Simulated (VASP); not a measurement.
Set up this calculation in VASP 6.6.1, as the native input.

* Task: single point
* Functional: PBE
* Potentials or basis: VASP PAW PBE potentials, release 64 (Cu)
* Cutoff: 520 eV
* k mesh: 24 × 24 × 24
* Occupations: gaussian, width 0.15 eV
* Spin: no spin polarisation
* Dipole correction: no
* Further INCAR settings: ALGO = Normal; EDIFF = 1e-06; NBANDS = 12

The structure of Cu lies in POSCAR:

```
Cu
1.0
    0.0000000000      2.0391471652      1.2830313964
    2.0391471652      0.0000000000      1.2830313964
    2.0391471652      2.0391471652      0.0000000000
Cu
1
Direct
    0.0000000000      0.0000000000      0.0000000000
```

This cell differs from its parent crystal: volume 10.670 Å^3 an atom, c/a of the conventional cell 0.6292.

These files were run (other wordings do the same):

INCAR

```
SYSTEM = Cu
PREC = Accurate
ENCUT = 520
EDIFF = 1E-6
ISMEAR = 0
SIGMA = 0.15
LREAL = .FALSE.
LASPH = .TRUE.
NELM = 80
ALGO = Normal
ISIF = 2
LWAVE = .FALSE.
LCHARG = .FALSE.
GGA = PE
NBANDS = 12
```

KPOINTS

```
Automatic mesh
0
G
  24 24 24
  0 0 0
```

Potentials or basis: VASP PAW PBE potentials, release 64 (Cu).

Command:

```sh
$ cat potpaw_PBE.64/Cu/POTCAR > POTCAR
$ mpirun -np 1 vasp_std > vasp.out
```

It gave:

```
Pressure : 23.0 GPa
```

It took 48 s on 1 thread of Intel(R) Xeon(R) 6975P-C (Granite Rapids) (shared host), peak memory 0.24 GiB.
